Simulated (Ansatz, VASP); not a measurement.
Al3GaN4 in VASP and in Ansatz

INCAR

```
SYSTEM = Al3GaN4
PREC     = Accurate       ! precision mode
ENCUT    = 520            ! plane-wave cutoff, eV
EDIFF    = 1E-7           ! SCF threshold, eV
ISMEAR   = 0              ! smearing method
SIGMA    = 0.05           ! smearing width, eV
LREAL    = .FALSE.        ! projectors in reciprocal space
LASPH    = .TRUE.         ! aspherical terms in the spheres
NELM     = 80             ! most SCF steps
ALGO     = Normal         ! electronic algorithm
ISIF     = 2              ! what is computed and relaxed
LWAVE    = .FALSE.        ! write WAVECAR
LCHARG   = .TRUE.         ! write CHGCAR
GGA      = PS             ! functional
LELF     = .TRUE.         ! ELF
LVHAR    = .TRUE.       
NBANDS   = 31             ! bands
```

The input KPOINTS:

```
Automatic mesh
0
G
  6 6 6
  0 0 0
```

The input POSCAR:

```
Al3GaN4
1.0
    4.4184008618      0.0000000000      0.0000000000
    0.0000000000      4.4184008618      0.0000000000
    0.0000000000      0.0000000000      3.6831789584
Al Ga N
3 1 4
Direct
    0.5000000000      0.5000000000      0.0000000000
    0.5000000000      0.0000000000      0.5000000000
    0.0000000000      0.5000000000      0.5000000000
    0.0000000000      0.0000000000      0.0000000000
    0.7447140287      0.7447140287      0.2552859713
    0.7447140287      0.2552859713      0.7447140287
    0.2552859713      0.7447140287      0.7447140287
    0.2552859713      0.2552859713      0.2552859713
```

Input for Ansatz:

```yaml
crystal:
  lattice:
    - [4.4184008618, 0.0, 0.0]
    - [0.0, 4.4184008618, 0.0]
    - [0.0, 0.0, 3.6831789584]
  atoms:
    - { symbol: Al, position: [0.5, 0.5, 0.0] }
    - { symbol: Al, position: [0.5, 0.0, 0.5] }
    - { symbol: Al, position: [0.0, 0.5, 0.5] }
    - { symbol: Ga, position: [0.0, 0.0, 0.0] }
    - { symbol: "N", position: [0.7447140287, 0.7447140287, 0.2552859713] }
    - { symbol: "N", position: [0.7447140287, 0.2552859713, 0.7447140287] }
    - { symbol: "N", position: [0.2552859713, 0.7447140287, 0.7447140287] }
    - { symbol: "N", position: [0.2552859713, 0.2552859713, 0.2552859713] }
basis:
  ecutwfc: 520.0
kpoints:
  mp_grid: { grid: [6, 6, 6] }
hamiltonian:
  xc: pbesol
scf:
  occupations: { method: gaussian, width: 0.05 }
output:
  forces: true
  stress: true
  eigenvalues: true
  write_density: true
  write_potential: true
  elf: true
  volumetric_format: npy
```

Alike in both runs: task single point; functional PBEsol; k mesh 6 × 6 × 6; occupations gaussian, width 0.05 eV; no spin polarisation.

|  | VASP | Ansatz |
| --- | --- | --- |
| version | VASP 6.6.1 | Ansatz 0.2.0 |
| potentials or method | VASP PAW PBE potentials, release 64 (Al, Ga_d, N), cutoff 520 eV | scalar-relativistic, plane waves, PAW |
| valence electrons in the cell | 42 | 42 |

VASP gave:

* gap on the k mesh at the Fermi level (eV): 2.63
* least direct gap on the mesh (eV): 2.63
* rms of the force components (eV/Å): 0.119

Problem. What did Ansatz give for the same quantities?

Solution. gap on the k mesh at the Fermi level (eV): 2.64; least direct gap on the mesh (eV): 2.64; rms of the force components (eV/Å): 0.118.

VASP's potentials were made for PBE, not for PBEsol. Atom by atom the forces differ by 0.015 eV/Å (rms over components).
